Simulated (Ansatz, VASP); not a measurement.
**SnSe2: VASP beside Ansatz**

```
CELL_PARAMETERS angstrom
3.86321 0.00000 0.00000
-1.93161 3.34564 0.00000
0.00000 0.00000 5.97224
ATOMIC_POSITIONS crystal
Sn 0.00000 0.00000 0.00000
Se 0.33333 0.66667 0.25000
Se 0.66667 0.33333 0.75000
```

Alike in both runs: task single point; functional PBE; dispersion D3(BJ); k mesh 9 × 9 × 6; occupations gaussian, width 0.05 eV; no spin polarisation.

|  | VASP | Ansatz |
| --- | --- | --- |
| version | VASP 6.6.1 | Ansatz 0.2.0 |
| potentials or method | VASP PAW PBE potentials, release 64 (Sn_d, Se), cutoff 520 eV | scalar-relativistic, plane waves, PAW |
| valence electrons in the cell | 26 | 46 |

VASP gave:

```
gap on the k mesh at the Fermi level (eV)                     : 0.50
least direct gap on the mesh (eV)                             : 0.63
pressure (GPa)                                                : 2.9
traceless stress, the component that is largest in VASP (GPa) : 2.20
rms of the force components (eV/Å)                            : 0.444
```

**Question.** Which values does Ansatz return?

**Answer.** gap on the k mesh at the Fermi level (eV): 0.51; least direct gap on the mesh (eV): 0.64; pressure (GPa): 2.8; traceless stress, the component that is largest in VASP (GPa): 2.21; rms of the force components (eV/Å): 0.437.

Atom by atom the forces differ by 0.007 eV/Å (rms over components). VASP's potentials hold 26 valence electrons a cell and Ansatz's 46, so a difference there can come from the potentials and not from the codes.
